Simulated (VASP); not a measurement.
# Zr8B15 (a cell with a defect) in VASP: single point with LDA

Aim: the single point of Zr8B15 (a cell with a defect) with LDA.

All numbers are computed with VASP 6.6.1; they aren't measurements. Logs are shortened: lines on timing, memory, paths and dates and some standing lists are left out, and cuts for length are marked.

**1. The cell of the first run**

The cell holds a defect, 23 atoms: a = 6.256 Å, b = 6.256 Å, c = 6.958 Å, α = 90.00°, β = 90.00°, γ = 120.00°.

**2. Single point, LDA**

Contents of INCAR:

```
SYSTEM = Zr8B15
ALGO = Normal
EDIFF = 1E-6
ENCUT = 520
ISIF = 2
ISMEAR = -1
LASPH = .True.
LCHARG = .False.
LREAL = Auto
LWAVE = .False.
NBANDS = 88
NELM = 60
PREC = Accurate
SIGMA = 0.1
```

Contents of KPOINTS:

```
k-points
0
Gamma
  3 3 2
  0 0 0
```

Contents of POSCAR:

```
Zr8B15
1.0
    6.2562506200      0.0000000100      0.0000000000
   -3.1281253200      5.4180711800      0.0000000000
    0.0000000000      0.0000000000      6.9579785800
Zr B
8 15
Direct
   -0.0002459353     -0.0004560664      0.0011721795
   -0.0002477496     -0.0004580966      0.4956909482
   -0.0002489378      0.5005290462      0.0011690177
   -0.0002485488      0.5005336604      0.4956920980
    0.5000818790      0.0001958252     -0.0004330281
    0.5000838369      0.0002035771      0.4972938563
    0.5007437118      0.5005292298      0.0011707423
    0.5007433625      0.5005323675      0.4956906608
   -0.1804073297      0.1599550787      0.2484230125
    0.3403259830      0.1599541549      0.2484274679
    0.1667490779      0.3335336392      0.7484370554
    0.3333137356      0.1669684592      0.7484264201
    0.1683351284      0.8343255096      0.2484320669
    0.3403279115      0.6806948218      0.2484406901
    0.1669486220      0.8336339351      0.7484280011
    0.3333149583      0.6666625219      0.7484327438
    0.6659533820      0.3319426662      0.2484306297
    0.6666502414      0.3333367048      0.7484305880
    0.8336204188      0.1669684583      0.7484297257
    0.6659533499      0.8343262470      0.2484277553
    0.8334163414      0.6668679446      0.2484312046
    0.6666510914      0.8336348570      0.7484268513
    0.8334161882      0.6668692366      0.7484318815
```

Potentials or basis: VASP PAW LDA potentials, release 64 (Zr_sv, B).

Started as:

```sh
$ cat potpaw_LDA.64/Zr_sv/POTCAR potpaw_LDA.64/B/POTCAR > POTCAR
$ mpirun -np 1 vasp_std > vasp.out
```

OUTCAR:

```text
SYSTEM = Zr8B15
   EDIFF = 1E-6
   ENCUT = 520
   ISIF = 2
   ISMEAR = -1
   LASPH = .True.
   LREAL = Auto
   NELM = 60
   PREC = Accurate

 ion  position               nearest neighbor table
   1  1.000  1.000  0.001-  21 2.49  20 2.50  13 2.50  23 2.52  22 2.52  15 2.52  19 2.52  12 2.52
                            11 2.52   9 2.52  10 2.52   7 3.12   3 3.12   5 3.13   5 3.13   3 3.13
   2  1.000  1.000  0.496-  21 2.49  13 2.50  20 2.50  23 2.52  22 2.52  15 2.52  12 2.52  19 2.52
                            11 2.52  10 2.52   9 2.52   4 3.12   8 3.12   6 3.13   6 3.13   8 3.13
   3  1.000  0.501  0.001-  21 2.49  17 2.50  13 2.50  23 2.52  18 2.52  15 2.52  16 2.52  19 2.52
                            11 2.52   9 2.52  14 2.52   7 3.12   1 3.12   5 3.13   5 3.13   1 3.13
   4  1.000  0.501  0.496-  21 2.49  13 2.50  17 2.50  23 2.52  15 2.52  18 2.52  19 2.52  16 2.52
                            11 2.52  14 2.52   9 2.52   8 3.12   2 3.12   6 3.13   6 3.13   2 3.13
   5  0.500  0.000  1.000-   9 2.45  10 2.45  14 2.45  20 2.50  17 2.50  13 2.50  22 2.51  15 2.51
                            18 2.51  16 2.51  19 2.51  12 2.51   7 3.13   1 3.13   3 3.13   3 3.13
   6  0.500  0.000  0.497-  14 2.45  10 2.45   9 2.45  17 2.50  13 2.50  20 2.50  22 2.51  15 2.51
                            18 2.51  12 2.51  19 2.51  16 2.51   4 3.13   8 3.13   2 3.13   2 3.13
   7  0.501  0.501  0.001-  21 2.49  20 2.50  17 2.50  23 2.52  18 2.52  22 2.52  16 2.52  12 2.52
                            11 2.52  10 2.52  14 2.52   3 3.12   1 3.12   5 3.13   5 3.13   1 3.13
   8  0.501  0.501  0.496-  21 2.49  20 2.50  17 2.50  23 2.52  22 2.52  18 2.52  12 2.52  16 2.52
                            11 2.52  14 2.52  10 2.52   4 3.12   2 3.12   6 3.13   6 3.13   2 3.13
   9  0.820  0.160  0.248-  17 1.77  20 1.77   5 2.45   6 2.45   1 2.52   3 2.52   2 2.52   4 2.52
[... 15 lines left out ...]
  17  0.666  0.332  0.248-   9 1.77  10 1.77  21 1.81   6 2.50   5 2.50   7 2.50   3 2.50   8 2.50
                             4 2.50
  18  0.667  0.333  0.748-  12 1.81  19 1.81  23 1.81   6 2.51   5 2.51   3 2.52   7 2.52   4 2.52
                             8 2.52
  19  0.834  0.167  0.748-  11 1.80  22 1.81  18 1.81   6 2.51   5 2.51   2 2.52   3 2.52   1 2.52
                             4 2.52
  20  0.666  0.834  0.248-  14 1.77   9 1.77  21 1.81   5 2.50   6 2.50   7 2.50   1 2.50   8 2.50
                             2 2.50
  21  0.833  0.667  0.248-  13 1.81  20 1.81  17 1.81   4 2.49   8 2.49   7 2.49   2 2.49   1 2.49
                             3 2.49
  22  0.667  0.834  0.748-  19 1.81  16 1.81  23 1.81   6 2.51   5 2.51   2 2.52   8 2.52   1 2.52
                             7 2.52
  23  0.833  0.667  0.748-  22 1.81  15 1.81  18 1.81   4 2.52   7 2.52   3 2.52   2 2.52   8 2.52
                             1 2.52

  LATTYP: Found a hexagonal cell.
 ALAT       =     6.2562506200
 C/A-ratio  =     1.1121642982

  Lattice vectors:

 A1 = (   6.2562506200,   0.0000000100,   0.0000000000)
 A2 = (  -3.1281253200,   5.4180711800,   0.0000000000)
 A3 = (   0.0000000000,   0.0000000000,   6.9579785800)

Analysis of symmetry for initial positions (statically):
=====================================================================
 Subroutine PRICEL returns:
 Original cell was already a primitive cell.

 Routine SETGRP: Setting up the symmetry group for a
 hexagonal supercell.

 Subroutine GETGRP returns: Found  2 space group operations
 (whereof  1 operations were pure point group operations)
 out of a pool of 24 trial point group operations.

The static configuration has the point symmetry C_1 .
 The point group associated with its full space group is C_1h.

Analysis of symmetry for dynamics (positions and initial velocities):
=====================================================================
 Subroutine PRICEL returns:
 Original cell was already a primitive cell.

 Routine SETGRP: Setting up the symmetry group for a
 hexagonal supercell.

 Subroutine GETGRP returns: Found  2 space group operations
 (whereof  1 operations were pure point group operations)
 out of a pool of 24 trial point group operations.

The dynamic configuration has the point symmetry C_1 .
 The point group associated with its full space group is C_1h.

 Subroutine INISYM returns: Found  2 space group operations
 (whereof  1 operations are pure point group operations),
 and found     1 'primitive' translations

----------------------------------------------------------------------------------------

                                     Primitive cell

  volume of cell :     235.8533

  direct lattice vectors                    reciprocal lattice vectors
     6.256250620  0.000000010  0.000000000     0.159840144  0.092283764  0.000000000
    -3.128125320  5.418071180  0.000000000    -0.000000000  0.184567527  0.000000000
     0.000000000  0.000000000  6.957978580     0.000000000  0.000000000  0.143719902

[... 67 lines left out ...]
     0.000000000  0.000000000  0.071859951     0.000000000  0.000000000  0.500000000

  Length of vectors
     0.061522502  0.061522509  0.071859951

  Shift w.r.t. Gamma in fractional coordinates (k-lattice)
     0.000000000  0.000000000  0.000000000

 Subroutine IBZKPT returns following result:
 ===========================================

 Found      8 irreducible k-points:

 Following reciprocal coordinates:
            Coordinates               Weight
  0.000000  0.000000  0.000000      1.000000
  0.333333 -0.000000  0.000000      4.000000
  0.000000  0.333333  0.000000      2.000000
  0.333333  0.333333  0.000000      2.000000
  0.000000  0.000000  0.500000      1.000000
  0.333333 -0.000000  0.500000      4.000000
  0.000000  0.333333  0.500000      2.000000
  0.333333  0.333333  0.500000      2.000000
   k-points           NKPTS =      8   k-points in BZ     NKDIM =      8   number of bands    NBANDS=     88
   number of dos      NEDOS =    301   number of ions     NIONS =     23
   total plane-waves  NPLWV = 124416
   dimension x,y,z NGX =    48 NGY =   48 NGZ =   54
   dimension x,y,z NGXF=    96 NGYF=   96 NGZF=  108
   ions per type =               8  15
   NGX,Y,Z   is equivalent  to a cutoff of  12.75, 12.75, 12.90 a.u.
   NGXF,Y,Z  is equivalent  to a cutoff of  25.51, 25.51, 25.80 a.u.
 SYSTEM =  Zr8B15
   PREC   = accura    normal or accurate (medium, high low for compatibility)
   ISTART =      0    job   : 0-new  1-cont  2-samecut
   ICHARG =      2    charge: 1-file 2-atom 10-const
   ISPIN  =      1    spin polarized calculation?
   LNONCOLLINEAR =      F non collinear calculations
   LSORBIT =      F    spin-orbit coupling
   LASPH  =      T    aspherical Exc in radial PAW
   ENCUT  =  520.0 eV  38.22 Ry    6.18 a.u.  11.63 11.63 12.94*2*pi/ulx,y,z
   NELM   =     60;   NELMIN=  2; NELMDL= -5     # of ELM steps
   EDIFF  = 0.1E-05   stopping-criterion for ELM
   LREAL  =      T    real-space projection
   EDIFFG = 0.1E-04   stopping-criterion for IOM
   NSW    =      0    number of steps for IOM
   IBRION =     -1    ionic relax: 0-MD 1-quasi-New 2-CG
   NFREE  =      0    steps in history (QN), initial steepest desc. (CG)
   ISIF   =      2    stress and relaxation
   ISYM   =      2    0-nonsym 1-usesym 2-fastsym
   POTIM  = 0.5000    time-step for ionic-motion
   TEBEG  =    0.0;   TEEND  =   0.0 temperature during run
   PSTRESS=    0.0 pullay stress
   NELECT =     141.0000    total number of electrons
   NUPDOWN=      -1.0000    fix difference up-down
   EMIN   =  10.00;   EMAX   =-10.00  energy-range for DOS
   EFERMI =   0.00;   METHOD = LEGACY
   ISMEAR =    -1;   SIGMA  =   0.10  broadening in eV -4-tet -1-fermi 0-gaus
   EFERMI_NEDOS =   21; number of points for ismear=-14 and -15
   IALGO  =     38    algorithm
   IMIX   =      4    mixing-type and parameters
     AMIX     =   0.40;   BMIX     =  1.00
     AMIX_MAG =   1.60;   BMIX_MAG =  1.00
  volume/ion in A,a.u.               =      10.25        69.20
  Fermi-wavevector in a.u.,A,eV,Ry     =   1.379115  2.606150 25.877721  1.901959
  Thomas-Fermi vector in A             =   2.504114
   LORBIT       =      0    0 simple, 1 ext, 2 COOP (PROOUT), +10 PAW based schemes
   GGA     = CA    functional components
   LHFCALC =     F    Hartree Fock is set to
   AEXX    =    0.0000 exact exchange contribution
   IVDW    =     0    specifies the selected vdW correction
   LEPSILON=     F    determine dielectric tensor
   LRPA    =     F    only Hartree local field effects (RPA)
 non-spin polarized calculation
  energy-cutoff  :      520.00
  volume of cell :      235.85
 maximum number of plane-waves:      6391
 NGX is ok and might be reduce to    48
   NGX = 23   NGY = 23   NGZ = 25

 number of electron     140.9999997 magnetization

 Free energy of the ion-electron system (eV)
  ---------------------------------------------------
  ext. energy  EPLUGINS =         0.00000000
  ---------------------------------------------------
  free energy    TOTEN  =      -208.23387835 eV

  energy without entropy =     -208.00681882  energy(sigma->0) =     -208.12034859

 E-fermi :  10.1923     XC(G=0): -12.6362

 val. band max:       10.1395226520   @ k =   0.3333   0.3333   0.0000
 cond. band min:      10.2147151275   @ k =   0.0000   0.0000   0.0000
 fundamental gap:      0.0751924754
 Fermi energy:        10.1923418613

 k-point     1 :       0.0000    0.0000    0.0000
  band No.  band energies     occupation
      1     -37.6064      2.00000
      2     -37.5823      2.00000
      3     -37.4755      2.00000
      4     -37.4755      2.00000
      5     -37.4533      2.00000
      6     -37.4533      2.00000
[... 669 lines left out ...]
     81      14.3550      0.00000
     82      14.3875      0.00000
 [bands above 82 left out]

------------------------ aborting loop because EDIFF is reached ----------------------------------------

  FORCE on cell =-STRESS in cart. coord.  units (eV):
  Direction    XX          YY          ZZ          XY          YZ          ZX
  --------------------------------------------------------------------------------------
  -------------------------------------------------------------------------------------
  Total        7.2284525      7.2274905     -2.4320645     -0.0000000     -0.0001694      0.0000000
  in kB       49.1036733     49.0971383    -16.5212815     -0.0000000     -0.0011509      0.0000000
  external PRESSURE =      27.2265100 kB  Pullay stress =       0.0000000 kB

 VOLUME and BASIS-vectors are now :
 -----------------------------------------------------------------------------
  energy-cutoff  :      520.00
  volume of cell :      235.85
      direct lattice vectors                 reciprocal lattice vectors
     6.256250620  0.000000010  0.000000000     0.159840144  0.092283764  0.000000000
    -3.128125320  5.418071180  0.000000000    -0.000000000  0.184567527  0.000000000
     0.000000000  0.000000000  6.957978580     0.000000000  0.000000000  0.143719902

 POSITION                                       TOTAL-FORCE (eV/Angst)
 -----------------------------------------------------------------------------------
      3.12801      5.41560      0.00816        -0.000000      0.005926      0.002875
      3.12801      5.41559      3.44901        -0.000000      0.007323     -0.001450
      4.68898      2.71190      0.00813         0.004969     -0.002247      0.003527
      4.68896      2.71193      3.44902         0.006752     -0.004411     -0.001494
      3.12802      0.00106      6.95497        -0.000000      0.000464     -0.008633
      3.12801      0.00110      3.46016         0.000000     -0.000152      0.008658
[... 15 lines left out ...]
      1.56302      4.51669      5.20754         0.000228     -0.000429     -0.000481
      3.12801      3.61314      5.20757        -0.000000      0.000065     -0.000953
 -----------------------------------------------------------------------------------
    total drift:                               -0.000358     -0.002293     -0.000378

  FREE ENERGIE OF THE ION-ELECTRON SYSTEM (eV)
  ---------------------------------------------------
  free  energy   TOTEN  =      -208.2338783536 eV

  energy  without entropy=     -208.0068188216  energy(sigma->0) =     -208.12034859
```

Run time: 9.2 min. Hardware: 1 thread of Intel Xeon 8259CL, shared host; peak memory 0.35 GiB.

Results:

| Quantity | Value |
| --- | --- |
| Free energy | -208.2339 eV |
| Pressure | 2.7 GPa |
| Largest force | 0.009 eV/Å |
| Band gap on the k mesh | zero (an odd number of electrons rules out a gap without spin polarisation) |

Forces on the atoms (eV/Å):
```
Zr   0.000  0.006  0.003
Zr   0.000  0.007 -0.001
Zr   0.005 -0.002  0.004
Zr   0.007 -0.004 -0.001
Zr   0.000  0.000 -0.009
Zr   0.000  0.000  0.009
Zr  -0.005 -0.002  0.004
Zr  -0.007 -0.004 -0.001
B    0.002  0.002  0.001
B   -0.002  0.002  0.001
B    0.000  0.000 -0.001
B   -0.001  0.000  0.000
B   -0.002 -0.001  0.000
B    0.000 -0.003  0.000
B    0.000  0.000  0.000
B    0.000 -0.001 -0.001
B    0.000  0.002  0.000
B    0.000  0.000 -0.001
B    0.001  0.000  0.000
B    0.002 -0.001  0.000
B    0.000  0.000 -0.001
B    0.000  0.000  0.000
B    0.000  0.000 -0.001
```

Stress tensor (GPa, compression positive):
```
 4.91  0.00  0.00
 0.00  4.91  0.00
 0.00  0.00 -1.65
```

Caveat: the k points lie up to 0.45 Å⁻¹ apart, too coarse for converged energies and pressures of a metal.
